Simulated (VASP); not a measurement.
# NaH in VASP: single point with PBEsol

Aim: the single point of NaH with PBEsol.

Program: VASP 6.6.1. These are calculated values, not measurements. Logs are shortened: lines on timing, memory, paths and dates and some standing lists are left out, and cuts for length are marked.

### Step 1. The cell of the first run

The typed cell holds 6 atoms: a = 3.388 Å, b = 3.388 Å, c = 8.299 Å, α = 90.00°, β = 90.00°, γ = 120.00°.

### Step 2. Single point, PBEsol

INCAR reads:

```
SYSTEM = NaH
PREC = Accurate
ENCUT = 520
EDIFF = 1E-6
ISMEAR = -1
SIGMA = 0.03
LREAL = .False.
LASPH = .True.
NELM = 80
ALGO = Normal
ISIF = 2
LWAVE = .False.
LCHARG = .True.
GGA = PS
LELF = .True.
LVHAR = .True.
NBANDS = 21
```

KPOINTS reads:

```
regular mesh
0
Gamma
  9 9 4
  0 0 0
```

POSCAR reads:

```
NaH
1.0
    3.3880792981     -0.0000000028      0.0000000000
   -1.6940396466      2.9341627436      0.0000000000
    0.0000000000      0.0000000000      8.2986036703
Na H
3 3
Direct
    0.3332751920      0.0000000000      0.6666666667
    0.6667248080      0.6667248080      0.0000000000
    0.0000000000      0.3332751920      0.3333333333
    0.3333919805      0.0000000000      0.1666666667
    0.6666080195      0.6666080195      0.5000000000
    0.0000000000      0.3333919805      0.8333333333
```

Potentials or basis: VASP PAW PBE potentials, release 64 (Na_pv, H).

The run is started by

```sh
> cat potpaw_PBE.64/Na_pv/POTCAR potpaw_PBE.64/H/POTCAR > POTCAR
> mpirun -np 1 vasp_std > vasp.out
```

OUTCAR:

```text
SYSTEM = NaH
   PREC = Accurate
   ENCUT = 520
   EDIFF = 1E-6
   ISMEAR = -1
   LREAL = .False.
   LASPH = .True.
   NELM = 80
   ISIF = 2
   GGA = PS

 ion  position               nearest neighbor table
   1  0.333  0.000  0.667-
   2  0.667  0.667  0.000-
   3  0.000  0.333  0.333-
   4  0.333  0.000  0.167-
   5  0.667  0.667  0.500-
   6  0.000  0.333  0.833-

  LATTYP: Found a hexagonal cell.
 ALAT       =     3.3880792981
 C/A-ratio  =     2.4493534360

  Lattice vectors:

 A1 = (   3.3880792981,  -0.0000000028,   0.0000000000)
 A2 = (  -1.6940396466,   2.9341627436,   0.0000000000)
 A3 = (   0.0000000000,   0.0000000000,   8.2986036703)

Analysis of symmetry for initial positions (statically):
=====================================================================
 Subroutine PRICEL returns:
 Original cell was already a primitive cell.

 Routine SETGRP: Setting up the symmetry group for a
 hexagonal supercell.

 Subroutine GETGRP returns: Found  6 space group operations
 (whereof  2 operations were pure point group operations)
 out of a pool of 24 trial point group operations.

The static configuration has the point symmetry C_2 .
 The point group associated with its full space group is D_3 .

Analysis of symmetry for dynamics (positions and initial velocities):
=====================================================================
 Subroutine PRICEL returns:
 Original cell was already a primitive cell.

 Routine SETGRP: Setting up the symmetry group for a
 hexagonal supercell.

 Subroutine GETGRP returns: Found  6 space group operations
 (whereof  2 operations were pure point group operations)
 out of a pool of 24 trial point group operations.

The dynamic configuration has the point symmetry C_2 .
 The point group associated with its full space group is D_3 .

 Subroutine INISYM returns: Found  6 space group operations
 (whereof  2 operations are pure point group operations),
 and found     1 'primitive' translations

----------------------------------------------------------------------------------------

                                     Primitive cell

  volume of cell :      82.4979

[... 88 lines left out ...]
   ISTART =      0    job   : 0-new  1-cont  2-samecut
   ICHARG =      2    charge: 1-file 2-atom 10-const
   ISPIN  =      1    spin polarized calculation?
   LNONCOLLINEAR =      F non collinear calculations
   LSORBIT =      F    spin-orbit coupling
   LASPH  =      T    aspherical Exc in radial PAW
   ENCUT  =  520.0 eV  38.22 Ry    6.18 a.u.   6.30  6.30 15.43*2*pi/ulx,y,z
   NELM   =     80;   NELMIN=  2; NELMDL= -5     # of ELM steps
   EDIFF  = 0.1E-05   stopping-criterion for ELM
   LREAL  =      F    real-space projection
   EDIFFG = 0.1E-04   stopping-criterion for IOM
   NSW    =      0    number of steps for IOM
   IBRION =     -1    ionic relax: 0-MD 1-quasi-New 2-CG
   NFREE  =      0    steps in history (QN), initial steepest desc. (CG)
   ISIF   =      2    stress and relaxation
   ISYM   =      2    0-nonsym 1-usesym 2-fastsym
   POTIM  = 0.5000    time-step for ionic-motion
   TEBEG  =    0.0;   TEEND  =   0.0 temperature during run
   PSTRESS=    0.0 pullay stress
   NELECT =      24.0000    total number of electrons
   NUPDOWN=      -1.0000    fix difference up-down
   EMIN   =  10.00;   EMAX   =-10.00  energy-range for DOS
   EFERMI =   0.00;   METHOD = LEGACY
   ISMEAR =    -1;   SIGMA  =   0.03  broadening in eV -4-tet -1-fermi 0-gaus
   EFERMI_NEDOS =   21; number of points for ismear=-14 and -15
   IALGO  =     38    algorithm
   IMIX   =      4    mixing-type and parameters
     AMIX     =   0.40;   BMIX     =  1.00
     AMIX_MAG =   1.60;   BMIX_MAG =  1.00
  volume/ion in A,a.u.               =      13.75        92.79
  Fermi-wavevector in a.u.,A,eV,Ry     =   1.084753  2.049887 16.009836  1.176690
  Thomas-Fermi vector in A             =   2.220851
   LORBIT       =      0    0 simple, 1 ext, 2 COOP (PROOUT), +10 PAW based schemes
   GGA     = PS    functional components
   LHFCALC =     F    Hartree Fock is set to
   AEXX    =    0.0000 exact exchange contribution
   IVDW    =     0    specifies the selected vdW correction
   LEPSILON=     F    determine dielectric tensor
   LRPA    =     F    only Hartree local field effects (RPA)
 non-spin polarized calculation
  energy-cutoff  :      520.00
  volume of cell :       82.50
 maximum number of plane-waves:      2239
 NGX is ok and might be reduce to    28
   NGX = 13   NGY = 13   NGZ = 31

 number of electron      24.0000001 magnetization

 Free energy of the ion-electron system (eV)
  ---------------------------------------------------
  ext. energy  EPLUGINS =         0.00000000
  ---------------------------------------------------
  free energy    TOTEN  =       -15.25778176 eV

  energy without entropy =      -15.25778176  energy(sigma->0) =      -15.25778176

 E-fermi :  -0.3560     XC(G=0):  -7.9778

 val. band max:       -1.0474216806   @ k =   0.2222   0.2222   0.5000
 cond. band min:       2.5935727918   @ k =   0.0000   0.0000   0.5000
 fundamental gap:      3.6409944724
 Fermi energy:        -0.3559706383

 k-point     1 :       0.0000    0.0000    0.0000
  band No.  band energies     occupation
      1     -23.0460      2.00000
      2     -23.0460      2.00000
      3     -22.9760      2.00000
      4     -22.9760      2.00000
      5     -22.9760      2.00000
      6     -22.9760      2.00000
[... 565 lines left out ...]
     20      10.2135      0.00000
     21      12.3012      0.00000

 [... further k-points ...]
[... 5 lines left out ...]
  --------------------------------------------------------------------------------------
  -------------------------------------------------------------------------------------
  Total       -0.0041224     -0.0041224     -0.0027692     -0.0000000     -0.0000000      0.0000000
  in kB       -0.0800603     -0.0800603     -0.0537800     -0.0000000     -0.0000000      0.0000000
  external PRESSURE =      -0.0713002 kB  Pullay stress =       0.0000000 kB

 VOLUME and BASIS-vectors are now :
 -----------------------------------------------------------------------------
  energy-cutoff  :      520.00
  volume of cell :       82.50
      direct lattice vectors                 reciprocal lattice vectors
     3.388079298 -0.000000003  0.000000000     0.295152478  0.170406362  0.000000000
    -1.694039647  2.934162744  0.000000000     0.000000000  0.340812725  0.000000000
     0.000000000  0.000000000  8.298603670     0.000000000  0.000000000  0.120502200

 POSITION                                       TOTAL-FORCE (eV/Angst)
 -----------------------------------------------------------------------------------
      1.12916     -0.00000      5.53240        -0.000262      0.000000      0.000000
      1.12946      1.95628      0.00000         0.000131      0.000227     -0.000000
     -0.56458      0.97788      2.76620         0.000131     -0.000227     -0.000000
      1.12956     -0.00000      1.38310        -0.000166      0.000000     -0.000000
      1.12926      1.95594      4.14930         0.000083      0.000143     -0.000000
     -0.56478      0.97823      6.91550         0.000083     -0.000143     -0.000000
 -----------------------------------------------------------------------------------
    total drift:                               -0.000003     -0.000005      0.000000

  FREE ENERGIE OF THE ION-ELECTRON SYSTEM (eV)
  ---------------------------------------------------
  free  energy   TOTEN  =       -15.2577817640 eV

  energy  without entropy=      -15.2577817640  energy(sigma->0) =      -15.25778176
```

OSZICAR:

```text
N       E                     dE             d eps       ncg     rms          rms(c)
DAV:   1     0.199759011805E+03    0.19976E+03   -0.12767E+04  1806   0.125E+03
DAV:   2    -0.383644020368E+01   -0.20360E+03   -0.19929E+03  1816   0.356E+02
DAV:   3    -0.161914218802E+02   -0.12355E+02   -0.12323E+02  2174   0.968E+01
DAV:   4    -0.163912471549E+02   -0.19983E+00   -0.19979E+00  2076   0.135E+01
DAV:   5    -0.163945894475E+02   -0.33423E-02   -0.33423E-02  2065   0.177E+00    0.506E+00
DAV:   6    -0.154979941328E+02    0.89660E+00   -0.92870E-01  2160   0.510E+00    0.236E+00
DAV:   7    -0.152498443287E+02    0.24815E+00   -0.85511E-01  2091   0.347E+00    0.548E-01
DAV:   8    -0.152580062281E+02   -0.81619E-02   -0.23766E-02  2006   0.168E+00    0.124E-01
DAV:   9    -0.152578288254E+02    0.17740E-03   -0.37287E-03  2372   0.615E-01    0.436E-02
DAV:  10    -0.152577783851E+02    0.50440E-04   -0.22881E-04  1956   0.846E-02    0.656E-03
DAV:  11    -0.152577823264E+02   -0.39413E-05   -0.12724E-05  1660   0.181E-02    0.579E-03
DAV:  12    -0.152577817640E+02    0.56242E-06   -0.11290E-06  1314   0.799E-03
   1 F= -.15257782E+02 E0= -.15257782E+02  d E =-.792571E-11
```

stdout:

```text
POSCAR found type information on POSCAR NaH
 POSCAR found :  2 types and       6 ions
 scaLAPACK will be used
 -----------------------------------------------------------------------------
|                                                                             |
|                                                                             |
|     You enforced a specific xc type in the INCAR file but a different       |
|     I HOPE YOU KNOW WHAT YOU ARE DOING!                                     |
|                                                                             |
 -----------------------------------------------------------------------------

 LDA part: xc-table for (Slater+PW92), standard interpolation
 POSCAR, INCAR and KPOINTS ok, starting setup
 FFT: planning ... GRIDC
 FFT: planning ... GRID_SOFT
 FFT: planning ... GRID
 WAVECAR not read
 entering main loop
```

It took 33 s on 1 thread of Intel Xeon 6975P-C (Granite Rapids), shared host; peak memory 0.23 GiB.

What came out:

```
Free energy            : -15.2578 eV
Pressure               : 0.0 GPa
Band gap on the k mesh : 3.64 eV
```

Caveat: the PAW data sets were made with another functional, which shifts forces and pressure a little. A k mesh can miss the band edges.
